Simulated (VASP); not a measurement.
**ZrC: single point with r2SCAN**

The system is ZrC.

```
CELL_PARAMETERS angstrom
0.00000 2.24029 2.24029
2.24029 0.00000 2.24029
2.24029 2.24029 0.00000
ATOMIC_POSITIONS crystal
Zr 0.50000 0.50000 0.50000
C 0.00000 0.00000 0.00000
```

- Program: VASP 6.6.1
- Task: single point
- Functional: r2SCAN
- Potentials or basis: VASP PAW PBE potentials, release 64 (Zr_sv, C)
- Cutoff: 520 eV
- k mesh: 12 × 12 × 12
- Occupations: gaussian, width 0.05 eV
- Spin: no spin polarisation

| Quantity | Value |
| --- | --- |
| Pressure | 47.1 GPa |
| Band gap on the k mesh | zero (band 8 reaches 12.35 eV, above the bottom of band 9 at 10.98 eV) |

Levels at points of the mesh, in eV from the Fermi level:
| k point | band 6 | band 7 | band 8 | band 9 | band 10 | band 11 |
| --- | --- | --- | --- | --- | --- | --- |
| (0.00, 0.00, 0.00) | 0.86 | 0.86 | 0.86 | 1.25 | 1.25 | 1.25 |
| (0.50, 0.00, 0.00) | -6.16 | -3.75 | -3.75 | 5.54 | 5.54 | 6.60 |
| (0.50, 0.50, 0.00) | -2.26 | -1.94 | 0.11 | 0.11 | 5.34 | 7.01 |

Run time: 69 s on 1 thread of Intel(R) Xeon(R) Platinum 8259CL CPU @ 2.50GHz (Skylake/Cascade Lake), on a shared host, peak memory 0.16 GiB.

Caveat: the PAW data sets were made with another functional, which shifts forces and pressure a little.
